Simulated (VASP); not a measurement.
# HRh16 (a cell with a defect) in VASP: further runs

The runs below take HRh16 (a cell with a defect) through single point, with PBE.

Everything below comes from runs of VASP 6.6.1. Logs are shortened: lines on timing, memory, paths and dates and some standing lists are left out, and cuts for length are marked.

### Step 1. The cell of the first run

The cell holds a defect, 17 atoms: a = 6.633 Å, b = 6.633 Å, c = 6.633 Å, α = 109.47°, β = 109.47°, γ = 109.47°.

### Step 2. Single point, PBE

INCAR reads:

```
PREC     = Accurate       # precision mode
ENCUT    = 520            # plane-wave cutoff, eV
EDIFF    = 1E-6           # SCF threshold, eV
ISMEAR   = 1              # smearing method
SIGMA    = 0.1            # smearing width, eV
LREAL    = Auto         
LASPH    = True           # aspherical terms in the spheres
NELM     = 80             # most SCF steps
ALGO     = Normal         # electronic algorithm
ISIF     = 2              # what is computed and relaxed
LWAVE    = False          # write WAVECAR
LCHARG   = False          # write CHGCAR
GGA      = PE             # functional
NBANDS   = 134            # bands
```

KPOINTS reads:

```
Automatic mesh
0
Gamma
  3 3 3
```

POSCAR reads:

```
HRh16
1.0
   -3.8296348800      3.8296348800      3.8296348800
    3.8296348800     -3.8296348800      3.8296348800
    3.8296348800      3.8296348800     -3.8296348800
Rh H
16 1
Direct
   -0.0002468110      0.0049338271      0.0048260528
   -0.0002509041      0.2502686091      0.7502069208
   -0.0001432440      0.4957855635      0.4955607595
   -0.0001630052      0.7504258958      0.2502457894
    0.2542870142      0.0049165601      0.7502073155
    0.2498087523      0.2503303007      0.5002141890
    0.2498128652      0.5003055488      0.2502236597
    0.2544115198      0.7503442732      0.0048511608
    0.4997868077      0.0003159406      0.5001979338
    0.4998295235      0.2503458179      0.2501580238
    0.4997255064      0.5002561885      0.0001820187
    0.4997277993      0.7502925792      0.7501829478
    0.7497714660      0.0003402531      0.2502081453
    0.7497068143      0.2502518728      0.0002163882
    0.7451620563      0.4956816874      0.7502484858
    0.7451969091      0.7504063090      0.4955873466
    0.9988821185      0.7487856543      0.7501594134
```

Potentials or basis: VASP PAW PBE potentials, release 64 (Rh_pv, H).

Started as:

```
cat potpaw_PBE.64/Rh_pv/POTCAR potpaw_PBE.64/H/POTCAR > POTCAR
mpirun -np 1 vasp_std > vasp.out
```

OUTCAR:

```text
PREC = Accurate
   ENCUT = 520
   EDIFF = 1E-6
   ISMEAR = 1
   LREAL = Auto
   LASPH = True
   NELM = 80
   ISIF = 2
   GGA = PE

 ion  position               nearest neighbor table
   1  1.000  0.005  0.005-  17 1.95  13 2.68  14 2.68   7 2.68   6 2.68   4 2.71   2 2.71  12 2.71
                            10 2.71   5 2.76  16 2.76   8 2.76  15 2.76
   2  1.000  0.250  0.750-  16 2.71   5 2.71   9 2.71  11 2.71   1 2.71  13 2.71   7 2.71  15 2.71
                            14 2.71   6 2.71   8 2.71   3 2.71
   3  1.000  0.496  0.496-  17 1.95   7 2.68  14 2.68   6 2.68  13 2.68  12 2.71   4 2.71  10 2.71
                             2 2.71   5 2.76  16 2.76   8 2.76  15 2.76
   4  1.000  0.750  0.250-   6 2.71   9 2.71   1 2.71  13 2.71   3 2.71   5 2.71   8 2.71  16 2.71
                            15 2.71   7 2.71  11 2.71  14 2.71
   5  0.254  0.005  0.750-  17 1.96  11 2.68   6 2.68  14 2.68   9 2.68   2 2.71  10 2.71   4 2.71
                            12 2.71  16 2.76   3 2.76   1 2.76   8 2.76
   6  0.250  0.250  0.500-  15 2.68   1 2.68   5 2.68   3 2.68   4 2.71  12 2.71   7 2.71  11 2.71
                             9 2.71  13 2.71   2 2.71  10 2.71
   7  0.250  0.500  0.250-   3 2.68   1 2.68  16 2.68   8 2.68  11 2.71  12 2.71   6 2.71  10 2.71
                             9 2.71   2 2.71   4 2.71  14 2.71
   8  0.254  0.750  0.005-  17 1.95   9 2.68  13 2.68  11 2.68   7 2.68   4 2.71  12 2.71  10 2.71
                             2 2.71   5 2.76   1 2.76  15 2.76   3 2.76
   9  0.500  0.000  0.500-  16 2.68   8 2.68  15 2.68   5 2.68   4 2.71   2 2.71  13 2.71   6 2.71
                            12 2.71   7 2.71  14 2.71  10 2.71
  10  0.500  0.250  0.250-  14 2.71  11 2.71  13 2.71   7 2.71   5 2.71   8 2.71   3 2.71   9 2.71
                             6 2.71  16 2.71   1 2.71  15 2.71
  11  0.500  0.500  0.000-   5 2.68  15 2.68   8 2.68  16 2.68  10 2.71   7 2.71   6 2.71   2 2.71
                            14 2.71  12 2.71  13 2.71   4 2.71
  12  0.500  0.750  0.750-   3 2.71   7 2.71  14 2.71   6 2.71   9 2.71  13 2.71   8 2.71  11 2.71
                             1 2.71  15 2.71   5 2.71  16 2.71
  13  0.750  0.000  0.250-  16 2.68   8 2.68   1 2.68   3 2.68  14 2.71  10 2.71   9 2.71   4 2.71
                             2 2.71  12 2.71   6 2.71  11 2.71
  14  0.750  0.250  0.000-   3 2.68   1 2.68  15 2.68   5 2.68  10 2.71  13 2.71  12 2.71  11 2.71
                             9 2.71   2 2.71   7 2.71   4 2.71
  15  0.745  0.496  0.750-  17 1.94   6 2.68   9 2.68  11 2.68  14 2.68   4 2.71   2 2.71  12 2.71
                            10 2.71   8 2.76   1 2.76   3 2.76  16 2.76
  16  0.745  0.750  0.496-  17 1.95  13 2.68   9 2.68   7 2.68  11 2.68   2 2.71   4 2.71  10 2.71
                            12 2.71   5 2.76   1 2.76   3 2.76  15 2.76
  17  0.999  0.749  0.750-  15 1.94   3 1.95   8 1.95  16 1.95   1 1.95   5 1.96

  LATTYP: Found a body centered cubic cell.
 ALAT       =     7.6592697600

  Lattice vectors:

 A1 = (  -3.8296348800,   3.8296348800,   3.8296348800)
 A2 = (   3.8296348800,  -3.8296348800,   3.8296348800)
 A3 = (   3.8296348800,   3.8296348800,  -3.8296348800)

Analysis of symmetry for initial positions (statically):
=====================================================================
 Subroutine PRICEL returns:
 Original cell was already a primitive cell.

 Routine SETGRP: Setting up the symmetry group for a
 body centered cubic supercell.

 Subroutine GETGRP returns: Found  1 space group operations
 (whereof  1 operations were pure point group operations)
 out of a pool of 48 trial point group operations.

The static configuration has the point symmetry C_1 .

Analysis of symmetry for dynamics (positions and initial velocities):
=====================================================================
 Subroutine PRICEL returns:
 Original cell was already a primitive cell.

 Routine SETGRP: Setting up the symmetry group for a
 body centered cubic supercell.

 Subroutine GETGRP returns: Found  1 space group operations
 (whereof  1 operations were pure point group operations)
 out of a pool of 48 trial point group operations.

The dynamic configuration has the point symmetry C_1 .

 Subroutine INISYM returns: Found  1 space group operations
 (whereof  1 operations are pure point group operations),
 and found     1 'primitive' translations

----------------------------------------------------------------------------------------

                                     Primitive cell

  volume of cell :     224.6633

  direct lattice vectors                    reciprocal lattice vectors
    -3.829634880  3.829634880  3.829634880     0.000000000  0.130560749  0.130560749
[... 60 lines left out ...]
  Length of vectors
     0.061546928  0.061546928  0.061546928

  Shift w.r.t. Gamma in fractional coordinates (k-lattice)
     0.000000000  0.000000000  0.000000000

 Subroutine IBZKPT returns following result:
 ===========================================

 Found     14 irreducible k-points:

 Following reciprocal coordinates:
            Coordinates               Weight
  0.000000  0.000000  0.000000      1.000000
  0.333333  0.000000  0.000000      2.000000
  0.000000  0.333333  0.000000      2.000000
  0.000000  0.000000  0.333333      2.000000
  0.333333  0.000000 -0.333333      2.000000
  0.333333 -0.333333  0.000000      2.000000
  0.000000  0.333333 -0.333333      2.000000
  0.333333  0.333333  0.000000      2.000000
  0.000000  0.333333  0.333333      2.000000
  0.333333  0.000000  0.333333      2.000000
 -0.333333 -0.333333 -0.333333      2.000000
 -0.333333  0.333333  0.333333      2.000000
  0.333333 -0.333333  0.333333      2.000000
  0.333333  0.333333 -0.333333      2.000000
   k-points           NKPTS =     14   k-points in BZ     NKDIM =     14   number of bands    NBANDS=    134
   number of dos      NEDOS =    301   number of ions     NIONS =     17
   total plane-waves  NPLWV = 125000
   dimension x,y,z NGX =    50 NGY =   50 NGZ =   50
   dimension x,y,z NGXF=   100 NGYF=  100 NGZF=  100
   ions per type =              16   1
   NGX,Y,Z   is equivalent  to a cutoff of  12.53, 12.53, 12.53 a.u.
   NGXF,Y,Z  is equivalent  to a cutoff of  25.06, 25.06, 25.06 a.u.
 SYSTEM =  unknown system
   PREC   = accura    normal or accurate (medium, high low for compatibility)
   ISTART =      0    job   : 0-new  1-cont  2-samecut
   ICHARG =      2    charge: 1-file 2-atom 10-const
   ISPIN  =      1    spin polarized calculation?
   LNONCOLLINEAR =      F non collinear calculations
   LSORBIT =      F    spin-orbit coupling
   LASPH  =      T    aspherical Exc in radial PAW
   ENCUT  =  520.0 eV  38.22 Ry    6.18 a.u.  12.33 12.33 12.33*2*pi/ulx,y,z
   NELM   =     80;   NELMIN=  2; NELMDL= -5     # of ELM steps
   EDIFF  = 0.1E-05   stopping-criterion for ELM
   LREAL  =      T    real-space projection
   EDIFFG = 0.1E-04   stopping-criterion for IOM
   NSW    =      0    number of steps for IOM
   IBRION =     -1    ionic relax: 0-MD 1-quasi-New 2-CG
   NFREE  =      0    steps in history (QN), initial steepest desc. (CG)
   ISIF   =      2    stress and relaxation
   ISYM   =      2    0-nonsym 1-usesym 2-fastsym
   POTIM  = 0.5000    time-step for ionic-motion
   TEBEG  =    0.0;   TEEND  =   0.0 temperature during run
   PSTRESS=    0.0 pullay stress
   NELECT =     241.0000    total number of electrons
   NUPDOWN=      -1.0000    fix difference up-down
   EMIN   =  10.00;   EMAX   =-10.00  energy-range for DOS
   EFERMI =   0.00;   METHOD = LEGACY
   ISMEAR =     1;   SIGMA  =   0.10  broadening in eV -4-tet -1-fermi 0-gaus
   EFERMI_NEDOS =   21; number of points for ismear=-14 and -15
   IALGO  =     38    algorithm
   IMIX   =      4    mixing-type and parameters
     AMIX     =   0.40;   BMIX     =  1.00
     AMIX_MAG =   1.60;   BMIX_MAG =  1.00
  volume/ion in A,a.u.               =      13.22        89.18
  Fermi-wavevector in a.u.,A,eV,Ry     =   1.675855  3.166907 38.211833  2.808490
  Thomas-Fermi vector in A             =   2.760401
   LORBIT       =      0    0 simple, 1 ext, 2 COOP (PROOUT), +10 PAW based schemes
   GGA     = PE    functional components
   LHFCALC =     F    Hartree Fock is set to
   AEXX    =    0.0000 exact exchange contribution
   IVDW    =     0    specifies the selected vdW correction
   LEPSILON=     F    determine dielectric tensor
   LRPA    =     F    only Hartree local field effects (RPA)
 non-spin polarized calculation
 Methfessel and Paxton  Order N= 1 SIGMA  =   0.10
  energy-cutoff  :      520.00
  volume of cell :      224.66
 maximum number of plane-waves:      6056
 NGX is ok and might be reduce to    50
   NGX = 25   NGY = 25   NGZ = 25

 number of electron     241.0000020 magnetization

 Free energy of the ion-electron system (eV)
  ---------------------------------------------------
  ext. energy  EPLUGINS =         0.00000000
  ---------------------------------------------------
  free energy    TOTEN  =      -119.48602066 eV

  energy without entropy =     -119.46532519  energy(sigma->0) =     -119.47912217

 E-fermi :  11.6625     XC(G=0): -13.9415

 val. band max:       11.6621322926   @ k =   0.0000   0.3333   0.0000
 cond. band min:      11.6736435704   @ k =   0.3333   0.3333  -0.3333
 fundamental gap:      0.0115112777
 Fermi energy:        11.6624765731

 k-point     1 :       0.0000    0.0000    0.0000
  band No.  band energies     occupation
      1     -35.3852      2.00000
      2     -35.3851      2.00000
      3     -35.3851      2.00000
      4     -35.2766      2.00000
      5     -35.2765      2.00000
      6     -35.2528      2.00000
[... 1879 lines left out ...]
    131      12.1346     -0.00000
    132      12.1614     -0.00000
 [bands above 132 left out]

------------------------ aborting loop because EDIFF is reached ----------------------------------------

  FORCE on cell =-STRESS in cart. coord.  units (eV):
  Direction    XX          YY          ZZ          XY          YZ          ZX
  --------------------------------------------------------------------------------------
  -------------------------------------------------------------------------------------
  Total        3.6655099      3.6591426      3.6593091     -0.0032858     -0.0018670     -0.0023671
  in kB       26.1404389     26.0950310     26.0962181     -0.0234327     -0.0133146     -0.0168808
  external PRESSURE =      26.1105627 kB  Pullay stress =       0.0000000 kB

 VOLUME and BASIS-vectors are now :
 -----------------------------------------------------------------------------
  energy-cutoff  :      520.00
  volume of cell :      224.66
      direct lattice vectors                 reciprocal lattice vectors
    -3.829634880  3.829634880  3.829634880     0.000000000  0.130560749  0.130560749
     3.829634880 -3.829634880  3.829634880     0.130560749  0.000000000  0.130560749
     3.829634880  3.829634880 -3.829634880     0.130560749  0.130560749  0.000000000

 POSITION                                       TOTAL-FORCE (eV/Angst)
 -----------------------------------------------------------------------------------
     -3.79131      3.82828      3.82910         0.003044     -0.001999      0.003139
      0.00278      5.74326      1.91409        -0.000103      0.001181      0.002867
     -0.03259      3.82823      3.82995        -0.003023     -0.000248     -0.003740
      0.00320      1.91350      5.74452        -0.002831      0.001978     -0.005241
      1.91802      3.82802     -1.88037        -0.001994      0.001600      0.003759
      1.91764      1.91364     -0.00029        -0.001810      0.000642     -0.001108
[... 9 lines left out ...]
      1.91787      1.87797      3.82970        -0.000569     -0.003464     -0.002150
      1.91506      3.83061      3.82009         0.003670     -0.003476      0.011096
 -----------------------------------------------------------------------------------
    total drift:                               -0.007360      0.006588      0.001794

  FREE ENERGIE OF THE ION-ELECTRON SYSTEM (eV)
  ---------------------------------------------------
  free  energy   TOTEN  =      -119.4860206648 eV

  energy  without entropy=     -119.4653251936  energy(sigma->0) =     -119.47912217
```

It took 37 min on 1 thread of Intel Xeon 8259CL, shared host; peak memory 0.5 GiB.

Results:

* Free energy: -119.4860 eV
* Pressure: 2.6 GPa
* Largest force: 0.014 eV/Å
* Band gap on the k mesh: zero (an odd number of electrons rules out a gap without spin polarisation)

Forces in eV/Å, atoms in the order of the input:
```
Rh   0.003 -0.002  0.003
Rh   0.000  0.001  0.003
Rh  -0.003  0.000 -0.004
Rh  -0.003  0.002 -0.005
Rh  -0.002  0.002  0.004
Rh  -0.002  0.001 -0.001
Rh  -0.002 -0.003  0.000
Rh   0.000  0.009  0.002
Rh   0.005 -0.002 -0.002
Rh   0.002  0.001 -0.005
Rh   0.004 -0.001  0.003
Rh   0.000  0.002  0.003
Rh  -0.003  0.001 -0.001
Rh  -0.003  0.000  0.006
Rh   0.001 -0.003 -0.014
Rh  -0.001 -0.003 -0.002
H    0.004 -0.003  0.011
```

Caveat: the k points lie up to 0.39 Å⁻¹ apart, too coarse for converged energies and pressures of a metal.

[end of part 1 of 2]
